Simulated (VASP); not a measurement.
Wanted: the native input for a VASP 6.6.1 run.

```
Task                   : single point
Functional             : PBE
Potentials or basis    : VASP PAW PBE potentials, release 64 (Ru_pv, Cl)
Cutoff                 : 520 eV
k mesh                 : 20 × 20 × 20
Occupations            : gaussian, width 0.1 eV
Spin                   : collinear spin, ferromagnetic start
Starting moments       : [0.38, 0.0] μB
Dipole correction      : no
Further INCAR settings : ALGO = Normal; EDIFF = 1e-06; NBANDS = 22
```

The structure of RuCl lies in POSCAR:

```
RuCl
1.0
    0.0000000000      2.5384468656      2.5384468656
    2.5384468656      0.0000000000      2.5384468656
    2.5384468656      2.5384468656      0.0000000000
Ru Cl
1 1
Direct
    0.0000000000      0.0000000000      0.0000000000
    0.5000000000      0.5000000000      0.5000000000
```

The cell was built from a structure type or drawn by symmetry, and may not be a known phase.

One way to write it, as run:

INCAR

```
ALGO = Normal
EDIFF = 1E-6
ENCUT = 520
GGA = PE
ISIF = 2
ISMEAR = 0
ISPIN = 2
LASPH = T
LCHARG = T
LELF = T
LMAXMIX = 4
LORBIT = 11
LREAL = F
LVHAR = T
LWAVE = F
MAGMOM = 0.38 0
NBANDS = 22
NELM = 150
PREC = Accurate
SIGMA = 0.1
```

KPOINTS

```
k-points
0
Gamma
  20 20 20
```

Potentials or basis: VASP PAW PBE potentials, release 64 (Ru_pv, Cl).

The run is started by

```bash
$ cat potpaw_PBE.64/Ru_pv/POTCAR potpaw_PBE.64/Cl/POTCAR > POTCAR
$ mpirun -np 1 vasp_std > vasp.out
```

Results of the run:

```
Pressure                                              : 0.2 GPa
Net moment                                            : 1.23 μB per cell
Site moments                                          : Ru +1.11; Cl +0.04 μB
Valence electrons inside the program's atomic spheres : Ru 12.48; Cl 5.01
```

Caveat: an empty level that is flat over the whole mesh can mark a ghost state of the potentials, or a narrow d or f band.

Run time: 3.2 min on 1 thread of Intel(R) Xeon(R) 6975P-C (Granite Rapids), on a shared host, peak memory 0.37 GiB.
